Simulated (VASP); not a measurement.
# P in VASP: notebook

P is run at these levels: PBEsol; tasks: single point.

Program: VASP 6.6.1. These are calculated values, not measurements. Logs are shortened: lines on timing, memory, paths and dates and some standing lists are left out, and cuts for length are marked.

## Step 1: The cell of the first run

The typed cell holds 2 atoms: a = 2.240 Å, b = 2.240 Å, c = 4.410 Å, α = 90.00°, β = 89.99°, γ = 90.00°.

This isn't the form of P at room conditions, which is orthorhombic.

## Step 2: Single point, PBEsol (strain -0.080 along x and y, -0.080 along z)

INCAR

```
ALGO = Normal
EDIFF = 1E-6
ENCUT = 520
GGA = PS
ISIF = 2
ISMEAR = 0
LASPH = True
LCHARG = False
LREAL = False
LWAVE = False
NBANDS = 12
NELM = 60
PREC = Accurate
SIGMA = 0.15
```

KPOINTS

```
k-points
0
Gamma
  24 24 12
```

POSCAR

```
P
1.0
    2.2399581902      0.0000000000      0.0048253137
    0.0000000000      2.2398554498      0.0000000000
   -0.0091100304      0.0000000000      4.4095117485
P
2
Direct
    0.0000000000      0.0000000000      0.2500000000
    1.0000000000      0.0000000000      0.7500000000
```

Potentials or basis: VASP PAW PBE potentials, release 64 (P).

Command:

```sh
> cat potpaw_PBE.64/P/POTCAR > POTCAR
> mpirun -np 1 vasp_std > vasp.out
```

OUTCAR:

```text
EDIFF = 1E-6
   ENCUT = 520
   GGA = PS
   ISIF = 2
   ISMEAR = 0
   LASPH = True
   LREAL = False
   NELM = 60
   PREC = Accurate

 ion  position               nearest neighbor table
   1  0.000  0.000  0.250-   2 2.20   2 2.20
   2  0.000  0.000  0.750-   1 2.20   1 2.20

  LATTYP: Found a simple monoclinic cell.
 ALAT       =     2.2399633875
 B/A-ratio  =     0.9999518127
 C/A-ratio  =     1.9685684077
 COS(beta)  =    -0.0000882025

  Lattice vectors:

 A1 = (   2.2399581902,   0.0000000000,   0.0048253137)
 A2 = (   0.0000000000,  -2.2398554498,   0.0000000000)
 A3 = (   0.0091100304,   0.0000000000,  -4.4095117485)

Analysis of symmetry for initial positions (statically):
=====================================================================
 Subroutine PRICEL returns following result:

  LATTYP: Found a simple monoclinic cell.
 ALAT       =     2.2047605796
 B/A-ratio  =     1.0159177693
 C/A-ratio  =     1.0159667260
 COS(beta)  =    -0.0000882025

  Lattice vectors:

 A1 = (  -0.0045550152,   0.0000000000,   2.2047558742)
 A2 = (   0.0000000000,   2.2398554498,   0.0000000000)
 A3 = (  -2.2399581902,   0.0000000000,  -0.0048253137)

   2 primitive cells build up your supercell.

 Routine SETGRP: Setting up the symmetry group for a
 simple monoclinic supercell.

 Subroutine GETGRP returns: Found  4 space group operations
 (whereof  4 operations were pure point group operations)
 out of a pool of  4 trial point group operations.

The static configuration has the point symmetry C_2h.

Analysis of symmetry for dynamics (positions and initial velocities):
=====================================================================
 Subroutine PRICEL returns following result:

  LATTYP: Found a simple monoclinic cell.
 ALAT       =     2.2047605796
 B/A-ratio  =     1.0159177693
 C/A-ratio  =     1.0159667260
 COS(beta)  =    -0.0000882025

  Lattice vectors:

 A1 = (  -0.0045550152,   0.0000000000,   2.2047558742)
 A2 = (   0.0000000000,   2.2398554498,   0.0000000000)
 A3 = (  -2.2399581902,   0.0000000000,  -0.0048253137)

   2 primitive cells build up your supercell.

 Routine SETGRP: Setting up the symmetry group for a
 simple monoclinic supercell.

 Subroutine GETGRP returns: Found  4 space group operations
 (whereof  4 operations were pure point group operations)
 out of a pool of  4 trial point group operations.

The dynamic configuration has the point symmetry C_2h.

 Subroutine INISYM returns: Found  4 space group operations
 (whereof  4 operations are pure point group operations),
 and found     2 'primitive' translations

----------------------------------------------------------------------------------------

                                     Primitive cell

  volume of cell :      11.0617

  direct lattice vectors                    reciprocal lattice vectors
    -0.004555015  0.000000000  2.204755874    -0.000977064  0.000000000  0.453562937
     0.000000000  2.239855450  0.000000000     0.000000000  0.446457382  0.000000000
    -2.239958190  0.000000000 -0.004825314    -0.446434917  0.000000000 -0.000922332

  length of vectors
     2.204760580  2.239855450  2.239963388     0.453563989  0.446457382  0.446435870

  position of ions in fractional coordinates (direct lattice)
     0.500000000  0.000000000  0.000000000

  ion indices of the primitive-cell ions
   primitive index   ion index
                 1           1

----------------------------------------------------------------------------------------

 KPOINTS: k-points

Automatic generation of k-mesh.
 Grid dimensions read from file:
 generate k-points for:   24   24   12

 Generating k-lattice:

  Cartesian coordinates                     Fractional coordinates (reciprocal lattice)
     0.018601455  0.000000000  0.000038431     0.041666667  0.000000000  0.000000000
     0.000000000  0.018602391  0.000000000     0.000000000  0.041666667  0.000000000
    -0.000040711  0.000000000  0.018898456     0.000000000  0.000000000  0.083333333

  Length of vectors
     0.018601495  0.018602391  0.018898500

  Shift w.r.t. Gamma in fractional coordinates (k-lattice)
     0.000000000  0.000000000  0.000000000

 Subroutine IBZKPT returns following result:
 ===========================================

 Found   1898 irreducible k-points:

 Following reciprocal coordinates:
            Coordinates               Weight
  0.000000  0.000000  0.000000      1.000000
  0.041667  0.000000  0.000000      2.000000
  0.083333  0.000000 -0.000000      2.000000
  0.125000  0.000000 -0.000000      2.000000
  0.166667  0.000000 -0.000000      2.000000
  0.208333  0.000000  0.000000      2.000000
[... 16 lines left out ...]
  0.375000  0.041667 -0.000000      4.000000
  0.416667  0.041667 -0.000000      4.000000
 [... further k-points ...]
   k-points           NKPTS =   1898   k-points in BZ     NKDIM =   1898   number of bands    NBANDS=     12
   number of dos      NEDOS =    301   number of ions     NIONS =      2
   total plane-waves  NPLWV =  11664
   dimension x,y,z NGX =    18 NGY =   18 NGZ =   36
   dimension x,y,z NGXF=    36 NGYF=   36 NGZF=   72
   ions per type =               2
   NGX,Y,Z   is equivalent  to a cutoff of  13.36, 13.36, 13.57 a.u.
   NGXF,Y,Z  is equivalent  to a cutoff of  26.72, 26.72, 27.15 a.u.
 SYSTEM =  unknown system
   PREC   = accura    normal or accurate (medium, high low for compatibility)
   ISTART =      0    job   : 0-new  1-cont  2-samecut
   ICHARG =      2    charge: 1-file 2-atom 10-const
   ISPIN  =      1    spin polarized calculation?
   LNONCOLLINEAR =      F non collinear calculations
   LSORBIT =      F    spin-orbit coupling
   LASPH  =      T    aspherical Exc in radial PAW
   ENCUT  =  520.0 eV  38.22 Ry    6.18 a.u.   4.16  4.16  8.20*2*pi/ulx,y,z
   NELM   =     60;   NELMIN=  2; NELMDL= -5     # of ELM steps
   EDIFF  = 0.1E-05   stopping-criterion for ELM
   LREAL  =      F    real-space projection
   EDIFFG = 0.1E-04   stopping-criterion for IOM
   NSW    =      0    number of steps for IOM
   IBRION =     -1    ionic relax: 0-MD 1-quasi-New 2-CG
   NFREE  =      0    steps in history (QN), initial steepest desc. (CG)
   ISIF   =      2    stress and relaxation
   ISYM   =      2    0-nonsym 1-usesym 2-fastsym
   POTIM  = 0.5000    time-step for ionic-motion
   TEBEG  =    0.0;   TEEND  =   0.0 temperature during run
   PSTRESS=    0.0 pullay stress
   NELECT =      10.0000    total number of electrons
   NUPDOWN=      -1.0000    fix difference up-down
   EMIN   =  10.00;   EMAX   =-10.00  energy-range for DOS
   EFERMI =   0.00;   METHOD = LEGACY
   ISMEAR =     0;   SIGMA  =   0.15  broadening in eV -4-tet -1-fermi 0-gaus
   EFERMI_NEDOS =   21; number of points for ismear=-14 and -15
   IALGO  =     38    algorithm
   IMIX   =      4    mixing-type and parameters
     AMIX     =   0.40;   BMIX     =  1.00
     AMIX_MAG =   1.60;   BMIX_MAG =  1.00
  volume/ion in A,a.u.               =      11.06        74.65
  Fermi-wavevector in a.u.,A,eV,Ry     =   1.256389  2.374231 21.476970  1.578513
  Thomas-Fermi vector in A             =   2.390099
   LORBIT       =      0    0 simple, 1 ext, 2 COOP (PROOUT), +10 PAW based schemes
   GGA     = PS    functional components
   LHFCALC =     F    Hartree Fock is set to
   AEXX    =    0.0000 exact exchange contribution
   IVDW    =     0    specifies the selected vdW correction
   LEPSILON=     F    determine dielectric tensor
   LRPA    =     F    only Hartree local field effects (RPA)
 non-spin polarized calculation
 Gauss-broadening in eV      SIGMA  =   0.15
  energy-cutoff  :      520.00
  volume of cell :       22.12
 maximum number of plane-waves:       610
 NGX is ok and might be reduce to    18
   NGX =  9   NGY =  9   NGZ = 17

 number of electron      10.0000000 magnetization

 Free energy of the ion-electron system (eV)
  ---------------------------------------------------
  ext. energy  EPLUGINS =         0.00000000
  ---------------------------------------------------
  free energy    TOTEN  =       -10.69177128 eV

  energy without entropy =      -10.68456104  energy(sigma->0) =      -10.68816616

 E-fermi :  13.8375     XC(G=0): -12.6018

 val. band max:       13.8286136989   @ k =  -0.2500   0.4583   0.4167
 cond. band min:      13.8385197792   @ k =  -0.2500   0.3750   0.4167
 fundamental gap:      0.0099060803
 Fermi energy:        13.8374713738

 k-point     1 :       0.0000    0.0000    0.0000
  band No.  band energies     occupation
      1      -5.6962      2.00000
      2       0.4702      2.00000
      3       2.6159      2.00000
      4      20.2226      0.00000
      5      20.3294      0.00000
      6      20.3320      0.00000
      7      20.4616      0.00000
      8      21.2037      0.00000
      9      23.6778      0.00000
     10      24.7349      0.00000
     11      24.7375      0.00000
     12      29.2585      0.00000

 k-point     2 :       0.0417    0.0000    0.0000
  band No.  band energies     occupation
      1      -5.6478      2.00000
      2       0.5183      2.00000
      3       2.6601      2.00000
      4      18.4913      0.00000
      5      20.3717      0.00000
      6      20.4359      0.00000
      7      21.2432      0.00000
      8      22.0828      0.00000
      9      22.6278      0.00000
     10      24.7745      0.00000
     11      25.6977      0.00000
     12      28.3236      0.00000

 k-point     3 :       0.0833    0.0000   -0.0000
  band No.  band energies     occupation
      1      -5.5027      2.00000
      2       0.6626      2.00000
      3       2.7924      2.00000
      4      16.6752      0.00000
      5      20.4904      0.00000
      6      20.5512      0.00000
      7      21.1352      0.00000
      8      21.3613      0.00000
      9      23.7576      0.00000
     10      24.8854      0.00000
     11      26.5649      0.00000
     12      26.9328      0.00000

 k-point     4 :       0.1250    0.0000   -0.0000
  band No.  band energies     occupation
      1      -5.2613      2.00000
      2       0.9027      2.00000
      3       3.0120      2.00000
      4      14.8808      0.00000
      5      19.5899      0.00000
      6      20.6874      0.00000
      7      20.7402      0.00000
      8      21.5574      0.00000
      9      24.6753      0.00000
     10      25.0695      0.00000
     11      25.2803      0.00000
     12      28.0669      0.00000

 k-point     5 :       0.1667    0.0000   -0.0000
  band No.  band energies     occupation
      1      -4.9244      2.00000
      2       1.2380      2.00000
      3       3.3169      2.00000
      4      13.1276      2.00000
      5      18.0389      0.00000
      6      20.9614      0.00000
      7      20.9987      0.00000
      8      21.8302      0.00000
      9      22.8107      0.00000
     10      25.3259      0.00000
     11      26.6098      0.00000
     12      29.0883      0.00000
[... 228 lines left out ...]
      1      -3.3092      2.00000
      2       2.8523      2.00000
      3       4.7446      2.00000
      4       8.2773      2.00000
      5      13.5812      1.98430
      6      17.7893      0.00000
      7      20.5290      0.00000
      8      23.1139      0.00000
      9      23.6116      0.00000
     10      25.9495      0.00000
     11      29.8375      0.00000
     12      30.1476      0.00000

 k-point    22 :       0.3333    0.0417    0.0000
  band No.  band energies     occupation
      1      -2.6128      2.00000
      2       3.5567      2.00000
      3       5.3298      2.00000
      4       6.8027      2.00000
      5      12.1867      2.00000
      6      16.3434      0.00000
      7      21.0235      0.00000
      8      23.6454      0.00000
      9      24.0769      0.00000
     10      26.4762      0.00000
     11      30.4165      0.00000
     12      30.6031      0.00000

 k-point    23 :       0.3750    0.0417   -0.0000
  band No.  band energies     occupation
      1      -1.8434      2.00000
      2       4.3490      2.00000
      3       5.4252      2.00000
      4       5.9392      2.00000
      5      10.8523      2.00000
      6      15.0626      0.00000
      7      21.5206      0.00000
      8      24.2041      0.00000
      9      24.5503      0.00000
     10      27.0396      0.00000
     11      30.0934      0.00000
     12      31.0441      0.00000

 k-point    24 :       0.4167    0.0417   -0.0000
  band No.  band energies     occupation
      1      -1.0282      2.00000
      2       4.1741      2.00000
      3       5.2259      2.00000
      4       6.5181      2.00000
      5       9.5854      2.00000
      6      14.0033      0.11792
      7      21.9688      0.00000
      8      24.7425      0.00000
      9      24.9978      0.00000
     10      27.5973      0.00000
     11      29.2912      0.00000
     12      31.0472      0.00000

 [... further k-points ...]
[... 5 lines left out ...]
  --------------------------------------------------------------------------------------
  -------------------------------------------------------------------------------------
  Total        7.0127442      7.0165946      8.1934909      0.0000000      0.0000000     -0.0029152
  in kB      507.8626069    508.1414558    593.3722283      0.0000000      0.0000000     -0.2111205
  external PRESSURE =     536.4587637 kB  Pullay stress =       0.0000000 kB

 VOLUME and BASIS-vectors are now :
 -----------------------------------------------------------------------------
  energy-cutoff  :      520.00
  volume of cell :       22.12
      direct lattice vectors                 reciprocal lattice vectors
     2.239958190  0.000000000  0.004825314     0.446434917  0.000000000  0.000922332
     0.000000000  2.239855450  0.000000000     0.000000000  0.446457382  0.000000000
    -0.009110030  0.000000000  4.409511748    -0.000488532  0.000000000  0.226781468

 POSITION                                       TOTAL-FORCE (eV/Angst)
 -----------------------------------------------------------------------------------
     -0.00228      0.00000      1.10238         0.000000      0.000000      0.000000
     -0.00683      0.00000      3.30713        -0.000000      0.000000     -0.000000
 -----------------------------------------------------------------------------------
    total drift:                                0.000000     -0.000000     -0.000000

  FREE ENERGIE OF THE ION-ELECTRON SYSTEM (eV)
  ---------------------------------------------------
  free  energy   TOTEN  =       -10.6917712816 eV

  energy  without entropy=      -10.6845610359  energy(sigma->0) =      -10.68816616
```

Wall time 6.2 min (1 thread of AMD EPYC 7R13, shared host); peak memory 0.42 GiB.

What came out:

```
Free energy            : -10.6918 eV
Pressure               : 53.6 GPa
Band gap on the k mesh : zero (bands 5 and 6 overlap by 12.92 eV)
```

Caveat: the cell differs from its parent crystal (strain -0.080 along x and y, -0.080 along z); the cell stands under pressure; the PAW data sets were made with another functional, which shifts forces and pressure a little.

(Part 1 of 2 ends here.)
